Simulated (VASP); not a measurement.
A run of VASP 6.6.1 is set up as follows.

The input INCAR:

```
PREC = Accurate
ENCUT = 520
EDIFF = 1E-8
ISMEAR = -1
SIGMA = 0.05
LREAL = F
LASPH = T
NELM = 80
ALGO = Normal
ISIF = 2
LWAVE = F
LCHARG = F
GGA = PE
LEFG = T
NBANDS = 11
```

File KPOINTS:

```
regular mesh
0
Gamma
  15 15 15
```

File POSCAR:

```
BP
1.0
    0.0000000000      2.2840269280      2.2840269280
    2.2840269280      0.0000000000      2.2840269280
    2.2840269280      2.2840269280      0.0000000000
B P
1 1
Direct
    0.0000000000      0.0000000000      0.0000000000
    0.7500000000      0.7500000000      0.7500000000
```

Potentials or basis: VASP PAW PBE potentials, release 64 (B, P).

The run is started by

```bash
$ cat potpaw_PBE.64/B/POTCAR potpaw_PBE.64/P/POTCAR > POTCAR
$ mpirun -np 1 vasp_std > vasp.out
```

Q: What does it give for the pressure?

A: -2.3 GPa.

Q: What does it give for the band gap on the k mesh?

A: 1.27 eV, indirect (least direct gap 3.37 eV).

Caveat: without QUAD_EFG the Cq values of the log hold for a quadrupole moment of 1 mb, not for the nuclei. A k mesh can miss the band edges.
